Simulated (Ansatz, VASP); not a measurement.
## Two plane-wave programs on TeF

```
CELL_PARAMETERS angstrom
0.00000 3.67534 3.67534
3.67534 0.00000 3.67534
3.67534 3.67534 0.00000
ATOMIC_POSITIONS crystal
Te 0.75000 0.75000 0.75000
Te 0.50000 0.50000 0.50000
F 0.25000 0.25000 0.25000
F 0.00000 0.00000 0.00000
```

Change from the starting cell: species swapped into the LiZn type (Fd-3m, No. 227).

Alike in both runs: task relaxation of cell and atoms; functional PBE; k mesh 4 × 4 × 4; occupations gaussian, width 0.1 eV; no spin polarisation.

|  | VASP | Ansatz |
| --- | --- | --- |
| version | VASP 6.6.1 | Ansatz 0.2.0 |
| potentials or method | VASP PAW PBE potentials, release 64 (Te, F), cutoff 600 eV | scalar-relativistic, plane waves, PAW |
| valence electrons in the cell | 26 | 46 |

|  | VASP | Ansatz | Ansatz less VASP |
| --- | --- | --- | --- |
| gap on the k mesh at the Fermi level, each at its own relaxed structure (eV) | none | none | - |
| relaxed volume (Å³/atom) | 18.53 | 18.67 | +0.133 |
| relaxed cell length with the largest relative difference (Å) | 4.715 | 4.727 | +0.0113 |

A gap of «none» marks a metal or a gap that the smearing closes. VASP's potentials hold 26 valence electrons a cell and Ansatz's 46, so a difference there can come from the potentials and not from the codes.

The k mesh is coarse, so the values compare programs but aren't converged. Neither program's run includes spin-orbit coupling. Noted on VASP's run: the volume moved by over 15 % at a fixed basis, so the end points are rough.
